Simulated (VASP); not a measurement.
# BeS (F-43m) in VASP: notebook, part 3 of 3

VASP 6.6.1.

### Step 5. Electric field gradients, PBE

This run uses another cell than the first one, of 14.44 Å³/atom, 2.000 times its volume.

INCAR reads:

```
SYSTEM = BeS
ALGO = Normal
EDIFF = 1E-8
ENCUT = 520
GGA = PE
ISIF = 2
ISMEAR = -1
LASPH = .True.
LCHARG = .False.
LEFG = .True.
LREAL = .False.
LWAVE = .False.
NBANDS = 11
NELM = 80
PREC = Accurate
SIGMA = 0.03
```

KPOINTS reads:

```
k-points
0
Gamma
  10 10 10
  0 0 0
```

POSCAR reads:

```
BeS
1.0
    0.0000000000      2.4351516489      2.4351516489
    2.4351516489      0.0000000000      2.4351516489
    2.4351516489      2.4351516489      0.0000000000
Be S
1 1
Direct
    0.0000000000      0.0000000000      0.0000000000
    0.2500000000      0.2500000000      0.2500000000
```

Potentials or basis: VASP PAW PBE potentials, release 64 (Be, S).

The run is started by

```console
$ cat potpaw_PBE.64/Be/POTCAR potpaw_PBE.64/S/POTCAR > POTCAR
$ mpirun -np 1 vasp_std > vasp.out
```

OUTCAR:

```text
SYSTEM = BeS
   EDIFF = 1E-8
   ENCUT = 520
   GGA = PE
   ISIF = 2
   ISMEAR = -1
   LASPH = .True.
   LREAL = .False.
   NELM = 80
   PREC = Accurate

 ion  position               nearest neighbor table
   1  0.000  0.000  0.000-   2 2.11   2 2.11   2 2.11   2 2.11
   2  0.250  0.250  0.250-   1 2.11   1 2.11   1 2.11   1 2.11

  LATTYP: Found a face centered cubic cell.
 ALAT       =     4.8703032978

  Lattice vectors:

 A1 = (   0.0000000000,   2.4351516489,   2.4351516489)
 A2 = (   2.4351516489,   0.0000000000,   2.4351516489)
 A3 = (   2.4351516489,   2.4351516489,   0.0000000000)

Analysis of symmetry for initial positions (statically):
=====================================================================
 Subroutine PRICEL returns:
 Original cell was already a primitive cell.

 Routine SETGRP: Setting up the symmetry group for a
 face centered cubic supercell.

 Subroutine GETGRP returns: Found 24 space group operations
 (whereof 24 operations were pure point group operations)
 out of a pool of 48 trial point group operations.

The static configuration has the point symmetry T_d .

Analysis of symmetry for dynamics (positions and initial velocities):
=====================================================================
 Subroutine PRICEL returns:
 Original cell was already a primitive cell.

 Routine SETGRP: Setting up the symmetry group for a
 face centered cubic supercell.

 Subroutine GETGRP returns: Found 24 space group operations
 (whereof 24 operations were pure point group operations)
 out of a pool of 48 trial point group operations.

The dynamic configuration has the point symmetry T_d .

[... 162 lines left out ...]
      8       9.8261      0.00000
      9      16.8351      0.00000
     10      16.8351      0.00000
     11      18.8211      0.00000
[... 309 lines left out ...]
 k-point    24 :       0.4000    0.3000    0.0000
  band No.  band energies     occupation
      1      -7.9997      2.00000
      2      -0.0691      2.00000
      3       1.6375      2.00000
      4       1.8939      2.00000
      5       8.1258      0.00000
      6       9.9041      0.00000
      7      14.1292      0.00000
      8      14.2621      0.00000
      9      17.6752      0.00000
     10      19.3587      0.00000
     11      20.7605      0.00000

 [... further k-points ...]
[... 5 lines left out ...]
  --------------------------------------------------------------------------------------
  -------------------------------------------------------------------------------------
  Total        0.0618537      0.0618537      0.0618537      0.0000000     -0.0000000      0.0000000
  in kB        3.4313749      3.4313749      3.4313749      0.0000000     -0.0000000      0.0000000
  external PRESSURE =       3.4313749 kB  Pullay stress =       0.0000000 kB

 VOLUME and BASIS-vectors are now :
 -----------------------------------------------------------------------------
  energy-cutoff  :      520.00
  volume of cell :       28.88
      direct lattice vectors                 reciprocal lattice vectors
     0.000000000  2.435151649  2.435151649    -0.205326022  0.205326022  0.205326022
     2.435151649  0.000000000  2.435151649     0.205326022 -0.205326022  0.205326022
     2.435151649  2.435151649  0.000000000     0.205326022  0.205326022 -0.205326022

 POSITION                                       TOTAL-FORCE (eV/Angst)
 -----------------------------------------------------------------------------------
      0.00000      0.00000      0.00000         0.000000      0.000000      0.000000
      1.21758      1.21758      1.21758        -0.000000     -0.000000     -0.000000
 -----------------------------------------------------------------------------------
    total drift:                               -0.000000     -0.000000      0.000000

  FREE ENERGIE OF THE ION-ELECTRON SYSTEM (eV)
  ---------------------------------------------------
  free  energy   TOTEN  =       -10.0133719311 eV

  energy  without entropy=      -10.0133719311  energy(sigma->0) =      -10.01337193

 Electric field gradients (V/A^2)
---------------------------------------------------------------------
 ion       V_xx      V_yy      V_zz      V_xy      V_xz      V_yz
---------------------------------------------------------------------
   1       0.000     0.000     0.000    -0.000    -0.000    -0.000
   2       0.000     0.000     0.000     0.000     0.000     0.000
---------------------------------------------------------------------

 Electric field gradients after diagonalization (V/A^2)
 (convention: |V_zz| > |V_xx| > |V_yy|)
----------------------------------------------------------------------
 ion       V_xx      V_yy      V_zz     asymmetry (V_yy - V_xx)/ V_zz
----------------------------------------------------------------------
   1       0.000     0.000    -0.000       0.000
   2      -0.000    -0.000     0.001       0.000
----------------------------------------------------------------------

           NMR quadrupolar parameters

 Cq : quadrupolar parameter    Cq=e*Q*V_zz/h
 eta: asymmetry parameters     (V_yy - V_xx)/ V_zz
 Q  : nuclear electric quadrupole moment in mb (millibarn)
----------------------------------------------------------------------
 ion       Cq(MHz)       eta       Q (mb)
----------------------------------------------------------------------
   1      -0.000       0.000       1.000
   2       0.000       0.000       1.000
----------------------------------------------------------------------
```

Wall time 9.4 s (1 thread of Intel Xeon 6975P-C, shared host); peak memory 0.15 GiB.

What came out:

```
Free energy            : -10.0134 eV
Pressure               : 0.3 GPa
Band gap on the k mesh : 3.14 eV, indirect (least direct gap 5.67 eV)
```

Caveat: without QUAD_EFG the Cq values of the log hold for a quadrupole moment of 1 mb, not for the nuclei.

### Step 6. The runs side by side

| cell | gap on the mesh (eV) | pressure (GPa) |
| --- | --- | --- |
| a = 2.733 Å, angles 60.0°, 2 atoms | 0.52 | 231.6 |
| a = 2.822 Å, angles 60.0°, 2 atoms | 0.99 | 168.7 |
| a = 3.325 Å, angles 60.0°, 2 atoms | 2.88 | 12.4 |
| a = 3.444 Å, angles 60.0°, 2 atoms | 3.14 | 0.3 |

Alike in all rows: task electric field gradients; level PBE; potentials or basis VASP PAW PBE potentials, release 64 (Be, S); no spin polarisation; k mesh 10 × 10 × 10; cutoff (eV) 520; smearing fermi-dirac 0.03 eV.

Absolute energies hang on the potentials; compare differences alone.
